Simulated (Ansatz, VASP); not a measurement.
One calculation of Si, two programs

```
CELL_PARAMETERS angstrom
2.71547 -2.71547 0.00000
2.71547 0.00000 -2.71547
9.95654 3.16814 3.16814
ATOMIC_POSITIONS crystal
Si 0.21532 0.21532 0.54163
Si 0.82642 0.82642 0.20830
Si 0.60422 0.60422 0.87497
Si 0.00700 0.00700 0.79163
Si 0.61810 0.61810 0.45830
Si 0.22920 0.22920 0.12497
```

Alike in both runs: task single point; functional r2SCAN; k mesh 8 × 8 × 3; occupations gaussian, width 0.05 eV; no spin polarisation.

```csv
,VASP,Ansatz
version,VASP 6.6.1,Ansatz 0.2.0
potentials or method,"VASP PAW PBE potentials, release 64 (Si), cutoff 520 eV","scalar-relativistic, plane waves, PAW"
valence electrons in the cell,24,24
```

```csv
,VASP,Ansatz,Ansatz less VASP
gap on the k mesh at the Fermi level (eV),none,none,-
pressure (GPa),-0.7,-0.5,+0.23
"traceless stress, the component that is largest in VASP (GPa)",3.63,3.61,-0.022
rms of the force components (eV/Å),0.485,0.484,-0.0008
```

VASP's potentials were made for PBE, not for r2SCAN. Atom by atom the forces differ by 0.006 eV/Å (rms over components). A gap of «none» marks a metal or a gap that the smearing closes.
